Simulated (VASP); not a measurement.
A run of VASP 6.6.1 is set up as follows.

The input INCAR:

```
SYSTEM = SiSn5
  ALGO = Fast
  EDIFF = 1E-6
  ENCUT = 520
  GGA = PE
  ISIF = 2
  ISMEAR = 0
  LASPH = .True.
  LCHARG = .True.
  LELF = .True.
  LREAL = .False.
  LVHAR = .True.
  LWAVE = .False.
  NBANDS = 46
  NELM = 100
  PREC = Accurate
  SIGMA = 0.1
```

File KPOINTS:

```
k-points
0
Gamma
  12 12 2
  0 0 0
```

The input POSCAR:

```
SiSn5
1.0
    3.2064673971      0.0000000000      0.0000000000
   -1.6032336986      2.7768822223      0.0000000000
    0.0000000000      0.0000000000     17.9056401997
Si Sn
1 5
Direct
    0.0000000000      0.0000000000      0.0000000000
    0.0000000000      0.0000000000      0.8452084115
    0.0000000000      0.0000000000      0.1547915885
    0.0000000000      0.0000000000      0.3277052212
    0.0000000000      0.0000000000      0.5000000000
    0.0000000000      0.0000000000      0.6722947788
```

Potentials or basis: VASP PAW PBE potentials, release 64 (Si, Sn_d).

Launch:

```console
$ cat potpaw_PBE.64/Si/POTCAR potpaw_PBE.64/Sn_d/POTCAR > POTCAR
$ mpirun -np 1 vasp_std > vasp.out
```

Problem. What does it give for the band gap on the k mesh?

Solution. Zero (bands 37 and 38 overlap by 7.26 eV).

Problem. Predict the pressure.

Solution. 0.0 GPa.

Forces on the atoms (eV/Å):
```
Si   0.000  0.000  0.000
Sn   0.000  0.000 -0.002
Sn   0.000  0.000  0.002
Sn   0.000  0.000  0.001
Sn   0.000  0.000  0.000
Sn   0.000  0.000 -0.001
```

Caveat: spin-orbit coupling is left out, which moves the levels of the heavy elements.
